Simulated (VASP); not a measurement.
# LiBe (P2_1/m) in VASP: settings compared

LiBe is run at these levels: LDA, PBE; tasks: single point.

Program: VASP 6.6.1. These are calculated values, not measurements. Logs are shortened: lines on timing, memory, paths and dates and some standing lists are left out, and cuts for length are marked.

### 1 The cell of the first run

Symmetry: P2_1/m, No. 11, monoclinic system. Conventional cell: a = 2.216 Å, b = 3.487 Å, c = 5.336 Å, α = 90.00°, β = 94.17°, γ = 90.00°. Within 2.9 Å of Li (site symmetry m) lie 6 Li at 2.22 to 2.72 Å and 5 Be at 2.25 to 2.55 Å. Be (site symmetry m) has 6 Be at 2.20 to 2.23 Å and 5 Li at 2.25 to 2.55 Å within 2.9 Å.

### 2 Single point, LDA (functional LDA, strained)

Input file INCAR:

```
SYSTEM = LiBe
ALGO = Fast
EDIFF = 1E-6
ENCUT = 520
GGA = CA
ISIF = 2
ISMEAR = 0
LASPH = .True.
LCHARG = .True.
LELF = .True.
LREAL = .False.
LVHAR = .True.
LWAVE = .False.
NBANDS = 13
NELM = 80
PREC = Accurate
SIGMA = 0.1
```

Input file KPOINTS:

```
k-points
0
Gamma
  18 12 8
  0 0 0
```

Input file POSCAR:

```
LiBe
1.0
    2.2163383939      0.0000000000      0.0000000000
    0.0000000000      3.4874458853      0.0000000000
   -0.3878060738      0.0000000000      5.3222617767
Li Be
2 2
Direct
    0.7368475600      0.2500000000      0.1548577400
    0.2631524400      0.7500000000      0.8451422600
    0.7564180800      0.2500000000      0.5761716400
    0.2435819200      0.7500000000      0.4238283600
```

Potentials or basis: VASP PAW LDA potentials, release 64 (Li_sv, Be).

Command:

```sh
$ cat potpaw_LDA.64/Li_sv/POTCAR potpaw_LDA.64/Be/POTCAR > POTCAR
$ mpirun -np 1 vasp_std > vasp.out
```

OUTCAR:

```text
SYSTEM = LiBe
   EDIFF = 1E-6
   ENCUT = 520
   GGA = CA
   ISIF = 2
   ISMEAR = 0
   LASPH = .True.
   LREAL = .False.
   NELM = 80
   PREC = Accurate

 ion  position               nearest neighbor table
   1  0.737  0.250  0.155-   3 2.25   4 2.48   4 2.48   2 2.57   2 2.57
   2  0.263  0.750  0.845-   4 2.25   3 2.48   3 2.48   1 2.57   1 2.57
   3  0.756  0.250  0.576-   4 2.20   4 2.20   4 2.23   4 2.23   1 2.25   2 2.48   2 2.48
   4  0.244  0.750  0.424-   3 2.20   3 2.20   3 2.23   3 2.23   2 2.25   1 2.48   1 2.48

  LATTYP: Found a simple monoclinic cell.
 ALAT       =     2.2163383939
 B/A-ratio  =     1.5735168848
 C/A-ratio  =     2.4077423434
 COS(beta)  =    -0.0726722366

  Lattice vectors:

 A1 = (   2.2163383939,   0.0000000000,   0.0000000000)
 A2 = (   0.0000000000,   3.4874458853,   0.0000000000)
 A3 = (  -0.3878060738,   0.0000000000,   5.3222617767)

Analysis of symmetry for initial positions (statically):
=====================================================================
 Subroutine PRICEL returns:
 Original cell was already a primitive cell.

 Routine SETGRP: Setting up the symmetry group for a
 simple monoclinic supercell.

 Subroutine GETGRP returns: Found  4 space group operations
 (whereof  2 operations were pure point group operations)
 out of a pool of  4 trial point group operations.

The static configuration has the point symmetry S_2 .
 The point group associated with its full space group is C_2h.

Analysis of symmetry for dynamics (positions and initial velocities):
=====================================================================
 Subroutine PRICEL returns:
 Original cell was already a primitive cell.

 Routine SETGRP: Setting up the symmetry group for a
 simple monoclinic supercell.

 Subroutine GETGRP returns: Found  4 space group operations
 (whereof  2 operations were pure point group operations)
 out of a pool of  4 trial point group operations.

The dynamic configuration has the point symmetry S_2 .
 The point group associated with its full space group is C_2h.

 Subroutine INISYM returns: Found  4 space group operations
 (whereof  2 operations are pure point group operations),
 and found     1 'primitive' translations

----------------------------------------------------------------------------------------

                                     Primitive cell

  volume of cell :      41.1377

  direct lattice vectors                    reciprocal lattice vectors
     2.216338394  0.000000000  0.000000000     0.451194638  0.000000000  0.032876252
[... 98 lines left out ...]
   POTIM  = 0.5000    time-step for ionic-motion
   TEBEG  =    0.0;   TEEND  =   0.0 temperature during run
   PSTRESS=    0.0 pullay stress
   NELECT =      10.0000    total number of electrons
   NUPDOWN=      -1.0000    fix difference up-down
   EMIN   =  10.00;   EMAX   =-10.00  energy-range for DOS
   EFERMI =   0.00;   METHOD = LEGACY
   ISMEAR =     0;   SIGMA  =   0.10  broadening in eV -4-tet -1-fermi 0-gaus
   EFERMI_NEDOS =   21; number of points for ismear=-14 and -15
   IALGO  =     68    algorithm
   IMIX   =      4    mixing-type and parameters
     AMIX     =   0.40;   BMIX     =  1.00
     AMIX_MAG =   1.60;   BMIX_MAG =  1.00
  volume/ion in A,a.u.               =      10.28        69.40
  Fermi-wavevector in a.u.,A,eV,Ry     =   1.021711  1.930755 14.203043  1.043894
  Thomas-Fermi vector in A             =   2.155351
   LORBIT       =      0    0 simple, 1 ext, 2 COOP (PROOUT), +10 PAW based schemes
   GGA     = CA    functional components
   LHFCALC =     F    Hartree Fock is set to
   AEXX    =    0.0000 exact exchange contribution
   IVDW    =     0    specifies the selected vdW correction
   LEPSILON=     F    determine dielectric tensor
   LRPA    =     F    only Hartree local field effects (RPA)
 non-spin polarized calculation
 RMM-DIIS sequential band-by-band and
 Gauss-broadening in eV      SIGMA  =   0.10
  energy-cutoff  :      520.00
  volume of cell :       41.14
 maximum number of plane-waves:      1127
   NGX =  9   NGY = 13   NGZ = 19

 number of electron      10.0000002 magnetization

 Free energy of the ion-electron system (eV)
  ---------------------------------------------------
  ext. energy  EPLUGINS =         0.00000000
  ---------------------------------------------------
  free energy    TOTEN  =       -11.89642949 eV

  energy without entropy =      -11.89283936  energy(sigma->0) =      -11.89463443

 E-fermi :   3.5179     XC(G=0):  -9.3596

 val. band max:        3.4900722021   @ k =   0.4444   0.1667   0.3750
 cond. band min:       3.5198523258   @ k =  -0.2778   0.1667   0.3750
 fundamental gap:      0.0297801237
 Fermi energy:         3.5179055441

 k-point     1 :       0.0000    0.0000    0.0000
  band No.  band energies     occupation
      1     -41.5661      2.00000
      2     -41.4970      2.00000
      3      -4.0764      2.00000
      4       0.4762      2.00000
      5       1.4266      2.00000
      6       2.8243      2.00000
      7       8.6061      0.00000
      8       9.5789      0.00000
      9       9.9104      0.00000
     10      10.8336      0.00000
     11      14.7882      0.00000
     12      15.1463      0.00000
     13      17.1551      0.00000
[... 354 lines left out ...]
  band No.  band energies     occupation
      1     -41.5171      2.00000
      2     -41.4648      2.00000
      3      -3.2573      2.00000
      4       1.2712      2.00000
      5       2.1763      2.00000
      6       2.3170      2.00000
      7       8.7355      0.00000
      8       9.2364      0.00000
      9      10.1555      0.00000
     10      12.8007      0.00000
     11      13.2497      0.00000
     12      15.7070      0.00000
     13      16.0590      0.00000

 [... further k-points ...]
[... 5 lines left out ...]
  --------------------------------------------------------------------------------------
  -------------------------------------------------------------------------------------
  Total        0.7532108      0.9918205      0.4976686      0.0000000      0.0000000      0.0457614
  in kB       29.3350830     38.6281469     19.3825561      0.0000000      0.0000000      1.7822543
  external PRESSURE =      29.1152620 kB  Pullay stress =       0.0000000 kB

 VOLUME and BASIS-vectors are now :
 -----------------------------------------------------------------------------
  energy-cutoff  :      520.00
  volume of cell :       41.14
      direct lattice vectors                 reciprocal lattice vectors
     2.216338394  0.000000000  0.000000000     0.451194638  0.000000000  0.032876252
     0.000000000  3.487445885  0.000000000     0.000000000  0.286742801  0.000000000
    -0.387806074  0.000000000  5.322261777     0.000000000  0.000000000  0.187890044

 POSITION                                       TOTAL-FORCE (eV/Angst)
 -----------------------------------------------------------------------------------
      1.57305      0.87186      0.82419        -0.000824      0.000000     -0.035726
      0.25548      2.61558      4.49807         0.000824      0.000000      0.035726
      1.45304      0.87186      3.06654         0.004457      0.000000      0.068154
      0.37550      2.61558      2.25573        -0.004457     -0.000000     -0.068154
 -----------------------------------------------------------------------------------
    total drift:                                0.000000      0.000000     -0.000000

  FREE ENERGIE OF THE ION-ELECTRON SYSTEM (eV)
  ---------------------------------------------------
  free  energy   TOTEN  =       -11.8964294939 eV

  energy  without entropy=      -11.8928393584  energy(sigma->0) =      -11.89463443
```

Wall time 7.2 min (1 thread of Oxide Virtual Turin-like, shared host); peak memory 0.29 GiB.

What came out:

| Quantity | Value |
| --- | --- |
| Free energy | -11.8964 eV |
| Largest force | 0.068 eV/Å |
| Band gap on the k mesh | zero (band 5 reaches 6.93 eV, above the bottom of band 6 at 1.08 eV) |

Forces in eV/Å, atoms in the order of the input:
```
Li  -0.001  0.000 -0.036
Li   0.001  0.000  0.036
Be   0.004  0.000  0.068
Be  -0.004  0.000 -0.068
```

Caveat: the cell differs from its parent crystal (functional LDA, strained); the cutoff is under 1.25 times the usual one of these potentials, so pressure, stress and relaxed cells hold a basis-set (Pulay) error.

### 3 Single point, PBE (strained)

Input file INCAR:

```
ALGO = Fast
EDIFF = 1E-7
ENCUT = 520
GGA = PE
ISIF = 2
ISMEAR = 0
LASPH = True
LCHARG = False
LREAL = False
LWAVE = False
NBANDS = 13
NELM = 80
PREC = Accurate
SIGMA = 0.1
```

Input file KPOINTS:

```
k-points
0
Gamma
  18 12 8
```

Input file POSCAR:

```
LiBe
1.0
    2.2414564825      0.0000000000     -0.0096890616
    0.0000000000      3.3638167939      0.0000000000
   -0.4154682167      0.0000000000      5.5479165560
Li Be
2 2
Direct
    0.8656152327      0.2500000000      0.1935536601
    0.1343847673      0.7500000000      0.8064463399
    0.7529294862      0.2500000000      0.5816706899
    0.2470705138      0.7500000000      0.4183293101
```

Potentials or basis: VASP PAW PBE potentials, release 64 (Li_sv, Be).

Command:

```sh
$ cat potpaw_PBE.64/Li_sv/POTCAR potpaw_PBE.64/Be/POTCAR > POTCAR
$ mpirun -np 1 vasp_std > vasp.out
```

Run time: 9 min. Hardware: 1 thread of Oxide Virtual Turin-like, shared host; peak memory 0.31 GiB.

It converged, with:

- Free energy: -10.2898 eV
- Largest force: 1.308 eV/Å
- Band gap on the k mesh: zero (band 5 reaches 6.05 eV, above the bottom of band 6 at 1.20 eV)

Forces in eV/Å, atoms in the order of the input:
```
Li  -0.212  0.000 -1.291
Li   0.212  0.000  1.291
Be  -0.383  0.000 -0.453
Be   0.383  0.000  0.453
```

Levels at points of the mesh, in eV from the Fermi level:
| k point | band 2 | band 3 | band 4 | band 5 | band 6 | band 7 | band 8 | band 9 |
| --- | --- | --- | --- | --- | --- | --- | --- | --- |
| (0.00, 0.00, 0.00) | -45.90 | -7.90 | -3.01 | -2.43 | -0.36 | 5.46 | 6.05 | 6.50 |
| (0.50, 0.00, 0.00) | -45.77 | -2.98 | -2.60 | 0.75 | 2.18 | 5.42 | 6.42 | 6.54 |
| (0.00, 0.50, 0.00) | -45.91 | -5.62 | -5.62 | -2.07 | -2.07 | 2.76 | 2.76 | 11.64 |
| (0.50, 0.50, 0.00) | -45.77 | -1.96 | -1.96 | 2.41 | 2.41 | 4.04 | 4.04 | 5.16 |
| (0.00, 0.00, 0.50) | -45.90 | -7.84 | -4.31 | -0.23 | 0.67 | 2.16 | 4.54 | 6.44 |
| (0.50, 0.00, 0.50) | -45.77 | -2.80 | -2.60 | 0.13 | 1.91 | 6.69 | 6.71 | 7.32 |
| (0.00, 0.50, 0.50) | -45.91 | -5.59 | -5.59 | -2.33 | -2.33 | 4.00 | 4.00 | 7.99 |
| (0.50, 0.50, 0.50) | -45.77 | -1.84 | -1.84 | 1.87 | 1.87 | 3.89 | 3.89 | 4.66 |

Caveat: the cell differs from its parent crystal (strained); the cutoff is under 1.25 times the usual one of these potentials, so pressure, stress and relaxed cells hold a basis-set (Pulay) error; forces of over 1 eV/Å act on the atoms, so gaps and moduli don't describe the material at rest.
